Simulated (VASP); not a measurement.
# Cu: single point with PBEsol

Cu:

```
Cu
1.0
    -1.44279    1.44279    1.37608
     1.44279   -1.44279    1.37608
     1.44279    1.44279   -1.37608
Cu
1
Direct
  0.00000 0.00000 0.00000
```

```yaml
Program: VASP 6.6.1
Task: single point
Functional: PBEsol
Potentials_or_basis: VASP PAW PBE potentials, release 64 (Cu)
Cutoff: 520 eV
k_mesh: 4 × 4 × 4
Occupations: gaussian, width 0.1 eV
Spin: no spin polarisation
```

```
Pressure : -0.9 GPa
```

Stress tensor (GPa, compression positive):
```
-0.27  0.00  0.00
 0.00 -0.27  0.00
 0.00  0.00 -2.14
```

Levels at points of the mesh, in eV from the Fermi level:
```
           k point  band 3  band 4  band 5  band 6  band 7  band 8  band 9  band 10
(0.00, 0.00, 0.00)   -3.44   -3.44   -2.56   -2.35   24.73   24.73   25.98    28.72
(0.50, 0.00, 0.00)   -2.47   -2.26   -1.70   -0.71    4.46   17.19   17.27    21.15
(0.50, 0.50, 0.00)   -2.64   -2.38   -1.72   -1.07    3.93   18.45   18.69    22.32
(0.50, 0.50, 0.50)   -1.89   -1.89   -1.84    7.54    7.54    9.38   13.16    13.78
```

It took 3.9 s on 1 thread of Intel(R) Xeon(R) Platinum 8559C (Emerald Rapids) (shared host), peak memory 0.11 GiB.

Caveat: the k points lie up to 0.79 Å⁻¹ apart; the PAW data sets were made with another functional, which shifts forces and pressure a little.
